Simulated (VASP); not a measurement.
A run of VASP 6.6.1 is set up as follows.

File INCAR:

```
SYSTEM = Al3BSb4
  PREC = Accurate
  ENCUT = 500
  EDIFF = 1E-7
  ISMEAR = 0
  SIGMA = 0.1
  LREAL = .FALSE.
  LASPH = .TRUE.
  NELM = 120
  ALGO = Normal
  ISIF = 3
  LWAVE = .FALSE.
  LCHARG = .FALSE.
  GGA = PE
  IBRION = 2
  NSW = 90
  EDIFFG = -0.04
  GGA_COMPAT = .FALSE.
  NELMIN = 4
```

The input KPOINTS:

```
regular mesh
0
G
  4 4 4
  0 0 0
```

File POSCAR:

```
Al3BSb4
1.0
    5.5930087300      0.0000000000      0.0000000000
    0.0000000000      5.5930087300      0.0000000000
    0.0000000000      0.0000000000      5.5930087300
Al B Sb
3 1 4
Direct
    0.5000000000      0.0000000000      0.0000000000
    0.0000000000      0.0000000000      0.5000000000
    0.0000000000      0.5000000000      0.0000000000
    0.5000000000      0.5000000000      0.5000000000
    0.2500000000      0.7500000000      0.2500000000
    0.2500000000      0.2500000000      0.7500000000
    0.7500000000      0.7500000000      0.7500000000
    0.7500000000      0.2500000000      0.2500000000
```

Potentials or basis: VASP PAW PBE potentials, release 64 (Al, B, Sb).

Run with:

```sh
$ cat potpaw_PBE.64/Al/POTCAR potpaw_PBE.64/B/POTCAR potpaw_PBE.64/Sb/POTCAR > POTCAR
$ mpirun -np 1 vasp_std > vasp.out
```

Task: What does it give for the relaxed cell?

Result: a = 6.002 Å, b = 6.002 Å, c = 6.002 Å, α = 90.00°, β = 90.00°, γ = 90.00°.

Task: What does it give for the space group after relaxing (to 0.05 Å)?

Result: P-43m (No. 215).

Task: What does it give for the relaxed volume?

Result: 27.03 Å³/atom.

The path:
```csv
step,energy change (eV),largest force (eV/Å),pressure (GPa),volume (Å³)
1,0.0000,3.0617,21.88,174.96
2,-2.2537,0.3095,-6.83,262.00
3,-3.1906,0.9967,-1.27,223.89
4,-3.1912,1.0239,-1.02,222.83
5,-3.3720,0.6760,-0.52,219.40
6,-3.4753,0.0014,0.57,214.27
7,-3.4759,0.0601,0.47,214.67
8,-3.4759,0.0357,0.51,214.51
9,-3.4779,0.0446,-0.25,217.31
10,-3.4789,0.0152,0.03,216.26
```

Caveat: the volume moved by over 15 % at a fixed basis, so the end points are rough.
